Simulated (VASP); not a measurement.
Wanted: the native input for a VASP 6.6.1 run.

```yaml
Task: relaxation of cell and atoms
Functional: PBE
Dispersion: D3(BJ)
Potentials_or_basis: VASP PAW PBE potentials, release 64 (Cd)
Cutoff: 600 eV
k_mesh: 18 × 18 × 8
Occupations: gaussian, width 0.1 eV
Spin: no spin polarisation
Dipole_correction: no
Further_INCAR_settings: ALGO = Fast; EDIFF = 1e-06; IBRION = 2; EDIFFG = -0.005; NSW = 70; ISIF = 3
```

The structure of Cd lies in POSCAR:

```
Cd
1.0
    3.0148503055      0.0000000000      0.0000000000
   -1.5074251528      2.6109369532      0.0000000000
    0.0000000000      0.0000000000      5.8276386599
Cd
2
Direct
    0.3333333333      0.6666666667      0.2500000000
    0.6666666667      0.3333333333      0.7500000000
```

One way to write it, as run:

INCAR

```
SYSTEM = Cd
PREC     = Accurate       ! precision mode
ENCUT    = 600            ! plane-wave cutoff, eV
EDIFF    = 1E-6           ! SCF threshold, eV
ISMEAR   = 0              ! smearing method
SIGMA    = 0.1            ! smearing width, eV
LREAL    = .FALSE.        ! projectors in reciprocal space
LASPH    = .TRUE.         ! aspherical terms in the spheres
NELM     = 80             ! most SCF steps
ALGO     = Fast           ! electronic algorithm
ISIF     = 3              ! what is computed and relaxed
LWAVE    = .FALSE.        ! write WAVECAR
LCHARG   = .FALSE.        ! write CHGCAR
GGA      = PE             ! functional
IVDW     = 12             ! dispersion correction
IBRION   = 2              ! ionic algorithm
NSW      = 70             ! ionic steps
EDIFFG   = -0.005         ! ionic threshold
```

KPOINTS

```
Automatic mesh
0
G
  18 18 8
  0 0 0
```

Potentials or basis: VASP PAW PBE potentials, release 64 (Cd).

Launch:

```sh
$ cat potpaw_PBE.64/Cd/POTCAR > POTCAR
$ mpirun -np 1 vasp_std > vasp.out
```

It gave:

| Quantity | Value |
| --- | --- |
| Relaxed volume | 21.37 Å³/atom |
| Relaxed cell | a = 3.004 Å, b = 3.004 Å, c = 5.468 Å, α = 90.00°, β = 90.00°, γ = 120.00° |
| Space group after relaxing (to 0.1 Å) | P6_3/mmc (No. 194) |
| Energy gained by relaxing | 15.5 meV/atom |
| Ionic steps | 11 |
| Pressure after relaxing | 0.0 GPa |
| Band gap on the k mesh | zero (bands 12 and 13 overlap by 3.92 eV) |
| Dispersion energy per atom | -0.448 eV |

Wall time 19 min on 1 thread of Oxide Virtual Turin-like Processor (shared host), peak memory 0.26 GiB.
